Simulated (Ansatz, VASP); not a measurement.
One calculation of SiC, two programs

```
Si C
1.0
    -1.53878   -2.66524    0.00000
     1.53878   -2.66524    0.00000
     0.00000    0.00000   12.07677
Si C
4 4
Direct
  0.33333 0.33333 0.07846
  0.66667 0.66667 0.49566
  0.00000 0.00000 0.70431
  0.00000 0.00000 0.28711
  0.33333 0.33333 0.75596
  0.66667 0.66667 0.33877
  0.00000 0.00000 0.54792
  0.00000 0.00000 0.13072
```

Alike in both runs: task single point; functional r2SCAN; k mesh 8 × 8 × 3; occupations gaussian, width 0.05 eV; no spin polarisation.

```csv
,VASP,Ansatz
version,VASP 6.6.1,Ansatz 0.2.0
potentials or method,"VASP PAW PBE potentials, release 64 (Si, C), cutoff 520 eV","scalar-relativistic, plane waves, PAW"
valence electrons in the cell,32,32
```

Ansatz gave:

| Quantity | Value |
| --- | --- |
| gap on the k mesh at the Fermi level (eV) | none |
| pressure (GPa) | -2.1 |
| traceless stress, the component that is largest in VASP (GPa) | -5.01 |
| rms of the force components (eV/Å) | 0.835 |

What did VASP give for the same quantities?

gap on the k mesh at the Fermi level (eV): none; pressure (GPa): -2.3; traceless stress, the component that is largest in VASP (GPa): -5.11; rms of the force components (eV/Å): 0.834.

VASP's potentials were made for PBE, not for r2SCAN. Atom by atom the forces differ by 0.007 eV/Å (rms over components). A gap of «none» marks a metal or a gap that the smearing closes. With one functional, cell and mesh, what is left measures potentials, basis and numerics.
